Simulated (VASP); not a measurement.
Hf2Sc3N: single point with PBE

The system is Hf2Sc3N.

```xyz
6
Lattice="2.5849 -4.6521 0.0000 2.5849 4.6521 0.0000 0.0000 0.0000 4.2665" Properties=species:S:1:pos:R:3 pbc="T T T"
Hf    1.2925   -2.3261    2.1332
Hf    1.2925    2.3261    2.1332
Sc    2.5849   -1.6557    0.0000
Sc    2.5849    1.6557    0.0000
Sc    2.5849    0.0000    2.1332
N     0.0000    0.0000    0.0000
```

The cell was built from a structure type or drawn by symmetry, and may not be a known phase.

```yaml
Program: VASP 6.6.1
Task: single point
Functional: PBE
Potentials_or_basis: VASP PAW PBE potentials, release 64 (Hf_pv, Sc_sv, N)
Cutoff: 520 eV
k_mesh: 4 × 4 × 4
Occupations: gaussian, width 0.1 eV
Spin: no spin polarisation
```

* Pressure: 32.4 GPa
* Largest force: 0.616 eV/Å
* Band gap on the k mesh: zero (bands 29 and 30 overlap by 1.39 eV)

Forces on the atoms (eV/Å):
```
Hf   0.000  0.000  0.000
Hf   0.000  0.000  0.000
Sc   0.000  0.616  0.000
Sc   0.000 -0.616  0.000
Sc   0.000  0.000  0.000
N    0.000  0.000  0.000
```

Stress tensor (GPa, compression positive):
```
28.22  0.00  0.00
 0.00 23.25  0.00
 0.00  0.00 45.60
```

Levels at points of the mesh, in eV from the Fermi level:
| k point | band 27 | band 28 | band 29 | band 30 | band 31 | band 32 |
| --- | --- | --- | --- | --- | --- | --- |
| (0.00, 0.00, 0.00) | -0.93 | -0.92 | -0.90 | -0.78 | -0.42 | -0.30 |
| (0.50, 0.00, 0.00) | -0.34 | -0.21 | -0.14 | -0.03 | 0.19 | 0.24 |
| (0.50, 0.50, 0.00) | -0.40 | 0.02 | 0.19 | 0.38 | 0.43 | 0.58 |
| (0.00, 0.00, 0.50) | -0.50 | 0.13 | 0.59 | 1.21 | 1.32 | 1.45 |
| (0.50, 0.00, 0.50) | -0.60 | -0.39 | 0.15 | 0.43 | 0.96 | 1.02 |
| (0.50, 0.50, 0.50) | -0.77 | 0.03 | 0.35 | 0.66 | 0.86 | 0.87 |

Wall time 59 s on 1 thread of AMD EPYC 9R45 96-Core Processor (Zen 5), on a shared host, peak memory 0.22 GiB.

Caveat: the k points lie up to 0.37 Å⁻¹ apart, too coarse for converged energies and pressures of a metal; spin-orbit coupling is left out, which moves the levels of the heavy elements.
